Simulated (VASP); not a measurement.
# MgCd5Te6 (P3m1) in VASP: notebook, part 2 of 3

VASP 6.6.1.

**3. Single point, PBE**

File INCAR:

```
SYSTEM = MgCd5Te6
PREC = Accurate ; ENCUT = 520
EDIFF = 1E-6 ; ISMEAR = 0
SIGMA = 0.1 ; LREAL = .FALSE.
LASPH = .TRUE. ; NELM = 60
ALGO = Normal ; ISIF = 2
LWAVE = .FALSE. ; LCHARG = .FALSE.
GGA = PE ; NBANDS = 61
```

File KPOINTS:

```
regular mesh
0
G
  6 6 1
  0 0 0
```

File POSCAR:

```
MgCd5Te6
1.0
    4.3229477000      0.0000000000      0.0000000000
   -2.1614738500      3.7437825300      0.0000000000
    0.0000000000      0.0000000000     21.2797473900
Mg Cd Te
1 5 6
Direct
    0.6666666700      0.3333333300      0.1667881900
    0.3333333300      0.6666666700      0.0001215200
    0.3333333300      0.6666666700      0.3334548500
    0.3333333300      0.6666666700      0.6667881900
    0.6666666700      0.3333333300      0.5001215200
    0.6666666700      0.3333333300      0.8334548500
    0.3333333300      0.6666666700      0.1248784800
    0.3333333300      0.6666666700      0.4582118100
    0.3333333300      0.6666666700      0.7915451400
    0.6666666700      0.3333333300      0.2915451400
    0.6666666700      0.3333333300      0.6248784800
    0.6666666700      0.3333333300      0.9582118100
```

Potentials or basis: VASP PAW PBE potentials, release 64 (Mg, Cd, Te).

Started as:

```bash
cat potpaw_PBE.64/Mg/POTCAR potpaw_PBE.64/Cd/POTCAR potpaw_PBE.64/Te/POTCAR > POTCAR
mpirun -np 1 vasp_std > vasp.out
```

OUTCAR:

```text
SYSTEM = MgCd5Te6
   PREC = Accurate
   ENCUT = 520
   EDIFF = 1E-6
   ISMEAR = 0
   LREAL = .FALSE.
   LASPH = .TRUE.
   NELM = 60
   ISIF = 2
   GGA = PE

 ion  position               nearest neighbor table
   1  0.667  0.333  0.167-   7 2.65   7 2.65   7 2.65  10 2.65
   2  0.333  0.667  0.000-  12 2.65  12 2.65  12 2.65   7 2.65
   3  0.333  0.667  0.333-  10 2.65  10 2.65  10 2.65   8 2.65
   4  0.333  0.667  0.667-  11 2.65  11 2.65  11 2.65   9 2.65
   5  0.667  0.333  0.500-   8 2.65   8 2.65   8 2.65  11 2.65
   6  0.667  0.333  0.833-   9 2.65   9 2.65   9 2.65  12 2.65
   7  0.333  0.667  0.125-   1 2.65   1 2.65   1 2.65   2 2.65
   8  0.333  0.667  0.458-   5 2.65   5 2.65   5 2.65   3 2.65
   9  0.333  0.667  0.792-   6 2.65   6 2.65   6 2.65   4 2.65
  10  0.667  0.333  0.292-   3 2.65   3 2.65   3 2.65   1 2.65
  11  0.667  0.333  0.625-   4 2.65   4 2.65   4 2.65   5 2.65
  12  0.667  0.333  0.958-   2 2.65   2 2.65   2 2.65   6 2.65

  LATTYP: Found a hexagonal cell.
 ALAT       =     4.3229477000
 C/A-ratio  =     4.9225086369

  Lattice vectors:

 A1 = (   4.3229477000,   0.0000000000,   0.0000000000)
 A2 = (  -2.1614738500,   3.7437825300,   0.0000000000)
 A3 = (   0.0000000000,   0.0000000000,  21.2797473900)

Analysis of symmetry for initial positions (statically):
=====================================================================
 Subroutine PRICEL returns:
 Original cell was already a primitive cell.

 Routine SETGRP: Setting up the symmetry group for a
 hexagonal supercell.

 Subroutine GETGRP returns: Found  6 space group operations
 (whereof  6 operations were pure point group operations)
 out of a pool of 24 trial point group operations.

The static configuration has the point symmetry C_3v.

Analysis of symmetry for dynamics (positions and initial velocities):
=====================================================================
 Subroutine PRICEL returns:
 Original cell was already a primitive cell.

 Routine SETGRP: Setting up the symmetry group for a
 hexagonal supercell.

 Subroutine GETGRP returns: Found  6 space group operations
[... 138 lines left out ...]
  energy-cutoff  :      520.00
  volume of cell :      344.40
 maximum number of plane-waves:      9318
   NGX = 17   NGY = 17   NGZ = 79

 number of electron      97.9999985 magnetization

 Free energy of the ion-electron system (eV)
  ---------------------------------------------------
  ext. energy  EPLUGINS =         0.00000000
  ---------------------------------------------------
  free energy    TOTEN  =       -27.33369380 eV

  energy without entropy =      -27.33369380  energy(sigma->0) =      -27.33369380

 E-fermi :   4.5211     XC(G=0):  -9.2085

 val. band max:        4.0338588576   @ k =   0.0000   0.0000   0.0000
 cond. band min:       5.5578833839   @ k =   0.0000   0.0000   0.0000
 fundamental gap:      1.5240245264
 Fermi energy:         4.5210665558

 k-point     1 :       0.0000    0.0000    0.0000
  band No.  band energies     occupation
      1      -8.2077      2.00000
      2      -8.0760      2.00000
      3      -7.9634      2.00000
      4      -7.7621      2.00000
      5      -7.7043      2.00000
      6      -7.3379      2.00000
[... 437 lines left out ...]
     60      10.0517      0.00000
     61      10.0803      0.00000

------------------------ aborting loop because EDIFF is reached ----------------------------------------

  FORCE on cell =-STRESS in cart. coord.  units (eV):
  Direction    XX          YY          ZZ          XY          YZ          ZX
  --------------------------------------------------------------------------------------
  -------------------------------------------------------------------------------------
  Total       29.3012334     29.3012334     29.5514589      0.0000000      0.0000000     -0.0000000
  in kB      136.3136733    136.3136735    137.4777596      0.0000000      0.0000000     -0.0000000
  external PRESSURE =     136.7017022 kB  Pullay stress =       0.0000000 kB

 VOLUME and BASIS-vectors are now :
 -----------------------------------------------------------------------------
  energy-cutoff  :      520.00
  volume of cell :      344.40
      direct lattice vectors                 reciprocal lattice vectors
     4.322947700  0.000000000  0.000000000     0.231323641  0.133554766  0.000000000
    -2.161473850  3.743782530  0.000000000     0.000000000  0.267109532  0.000000000
     0.000000000  0.000000000 21.279747390     0.000000000  0.000000000  0.046993039

 POSITION                                       TOTAL-FORCE (eV/Angst)
 -----------------------------------------------------------------------------------
      2.16147      1.24793      3.54921         0.000000     -0.000000     -0.023367
     -0.00000      2.49586      0.00259         0.000000     -0.000000      0.060220
     -0.00000      2.49586      7.09583         0.000000     -0.000000      0.052555
     -0.00000      2.49586     14.18908         0.000000     -0.000000      0.038423
      2.16147      1.24793     10.64246        -0.000000      0.000000      0.039747
      2.16147      1.24793     17.73571        -0.000000      0.000000      0.041002
     -0.00000      2.49586      2.65738         0.000000      0.000000      0.548201
     -0.00000      2.49586      9.75063        -0.000000     -0.000000     -0.037503
     -0.00000      2.49586     16.84388        -0.000000     -0.000000     -0.039319
      2.16147      1.24793      6.20401         0.000000     -0.000000     -0.590896
      2.16147      1.24793     13.29726        -0.000000     -0.000000     -0.042379
      2.16147      1.24793     20.39051         0.000000     -0.000000     -0.046685
 -----------------------------------------------------------------------------------
    total drift:                                0.000011     -0.000007      0.001839

  FREE ENERGIE OF THE ION-ELECTRON SYSTEM (eV)
  ---------------------------------------------------
  free  energy   TOTEN  =       -27.3336938009 eV

  energy  without entropy=      -27.3336938009  energy(sigma->0) =      -27.33369380
```

OSZICAR:

```text
N       E                     dE             d eps       ncg     rms          rms(c)
DAV:   1     0.651267631143E+03    0.65127E+03   -0.43592E+04   854   0.141E+03
DAV:   2     0.107967715717E+02   -0.64047E+03   -0.61888E+03   966   0.332E+02
DAV:   3    -0.280639459827E+02   -0.38861E+02   -0.38638E+02   962   0.807E+01
DAV:   4    -0.287418740593E+02   -0.67793E+00   -0.67657E+00  1015   0.938E+00
DAV:   5    -0.287523997288E+02   -0.10526E-01   -0.10520E-01   981   0.124E+00    0.182E+01
DAV:   6    -0.274360762131E+02    0.13163E+01   -0.29580E+00  1002   0.124E+01    0.138E+01
DAV:   7    -0.273920383491E+02    0.44038E-01   -0.24335E+00  1004   0.567E+00    0.239E+00
DAV:   8    -0.273411516009E+02    0.50887E-01   -0.35144E-01   930   0.402E+00    0.272E+00
DAV:   9    -0.273347739596E+02    0.63776E-02   -0.52488E-02   948   0.872E-01    0.778E-01
DAV:  10    -0.273334788358E+02    0.12951E-02   -0.10765E-02   986   0.584E-01    0.207E-01
DAV:  11    -0.273336001149E+02   -0.12128E-03   -0.14544E-03   951   0.173E-01    0.154E-01
DAV:  12    -0.273336466556E+02   -0.46541E-04   -0.23012E-04   954   0.461E-02    0.495E-02
DAV:  13    -0.273336843706E+02   -0.37715E-04   -0.33662E-05   930   0.282E-02    0.217E-02
DAV:  14    -0.273336920502E+02   -0.76796E-05   -0.78536E-06   852   0.101E-02    0.101E-02
DAV:  15    -0.273336936986E+02   -0.16483E-05   -0.49490E-06   765   0.893E-03    0.357E-03
DAV:  16    -0.273336938009E+02   -0.10233E-06   -0.30714E-07   610   0.303E-03
   1 F= -.27333694E+02 E0= -.27333694E+02  d E =-.153901E-12
```

stdout:

```text
POSCAR found type information on POSCAR MgCdTe
 POSCAR found :  3 types and      12 ions
 scaLAPACK will be used
 LDA part: xc-table for (Slater+PW92), standard interpolation
 POSCAR, INCAR and KPOINTS ok, starting setup
 FFT: planning ... GRIDC
 FFT: planning ... GRID_SOFT
 FFT: planning ... GRID
 WAVECAR not read
 entering main loop
```

It took 6.3 min on 1 thread of Intel Xeon 8259CL, shared host; peak memory 0.48 GiB.

What came out:

- Free energy: -27.3337 eV
- Pressure: 13.7 GPa
- Largest force: 0.591 eV/Å
- Band gap on the k mesh: 1.52 eV

Forces on the atoms (eV/Å):
```
Mg   0.000  0.000 -0.023
Cd   0.000  0.000  0.060
Cd   0.000  0.000  0.053
Cd   0.000  0.000  0.038
Cd   0.000  0.000  0.040
Cd   0.000  0.000  0.041
Te   0.000  0.000  0.548
Te   0.000  0.000 -0.038
Te   0.000  0.000 -0.039
Te   0.000  0.000 -0.591
Te   0.000  0.000 -0.042
Te   0.000  0.000 -0.047
```

Stress tensor (GPa, compression positive):
```
13.63  0.00  0.00
 0.00 13.63  0.00
 0.00  0.00 13.75
```

Levels at points of the mesh, in eV from the valence-band top:
```tsv
k point	band 46	band 47	band 48	band 49	band 50	band 51	band 52	band 53
(0.00, 0.00, 0.00)	-0.25	-0.17	0.00	0.00	1.52	1.87	2.07	2.22
(0.50, 0.00, 0.00)	-1.54	-1.53	-1.43	-1.06	1.98	2.15	2.31	2.44
```

Caveat: the cell stands under pressure; spin-orbit coupling is left out, which moves the levels of the heavy elements; an odd mesh through Γ misses points on the zone boundary, where band edges can lie.

**4. Single point, PBE**

This run uses another cell than the first one, of 35.94 Å³/atom.

File INCAR:

```
PREC = Accurate ; ENCUT = 520
EDIFF = 1E-7 ; ISMEAR = 0
SIGMA = 0.1 ; LREAL = F
LASPH = T ; NELM = 100
ALGO = Normal ; ISIF = 2
LWAVE = F ; LCHARG = T
GGA = PE ; LELF = T
LVHAR = T ; NBANDS = 61
```

File KPOINTS:

```
Automatic mesh
0
Gamma
  6 6 1
```

File POSCAR:

```
MgCd5Te6
1.0
    4.6644567950      0.0000000000      0.0000000000
   -2.3322283975      4.0395380793      0.0000000000
    0.0000000000      0.0000000000     22.8906652915
Mg Cd Te
1 5 6
Direct
    0.6666666667      0.3333333333      0.1656250726
    0.3333333333      0.6666666667      0.0021453674
    0.3333333333      0.6666666667      0.3317747345
    0.3333333333      0.6666666667      0.6667660814
    0.6666666667      0.3333333333      0.4991901967
    0.6666666667      0.3333333333      0.8343429746
    0.3333333333      0.6666666667      0.1274540847
    0.3333333333      0.6666666667      0.4570520228
    0.3333333333      0.6666666667      0.7921633681
    0.6666666667      0.3333333333      0.2891945095
    0.6666666667      0.3333333333      0.6245644055
    0.6666666667      0.3333333333      0.9597271621
```

Started as:

```bash
cat potpaw_PBE.64/Mg/POTCAR potpaw_PBE.64/Cd/POTCAR potpaw_PBE.64/Te/POTCAR > POTCAR
mpirun -np 1 vasp_std > vasp.out
```

It took 8.6 min on 1 thread of Intel Xeon 8259CL, shared host; peak memory 0.62 GiB.

It converged, with:

```
Free energy            : -30.3976 eV
Pressure               : 0.1 GPa
Largest force          : 0.021 eV/Å
Band gap on the k mesh : 0.79 eV
```

Forces on the atoms (eV/Å):
```
Mg   0.000  0.000  0.007
Cd   0.000  0.000  0.001
Cd   0.000  0.000  0.003
Cd   0.000  0.000  0.003
Cd   0.000  0.000  0.003
Cd   0.000  0.000  0.003
Te   0.000  0.000  0.013
Te   0.000  0.000 -0.003
Te   0.000  0.000 -0.003
Te   0.000  0.000 -0.021
Te   0.000  0.000 -0.003
Te   0.000  0.000 -0.004
```

Levels at points of the mesh, in eV from the valence-band top:
| k point | band 47 | band 48 | band 49 | band 50 | band 51 | band 52 |
| --- | --- | --- | --- | --- | --- | --- |
| (0.00, 0.00, 0.00) | -0.10 | 0.00 | 0.00 | 0.79 | 1.67 | 1.83 |
| (0.50, 0.00, 0.00) | -1.01 | -0.95 | -0.70 | 2.06 | 2.21 | 2.52 |

Caveat: spin-orbit coupling is left out, which moves the levels of the heavy elements.

[end of part 2 of 3]
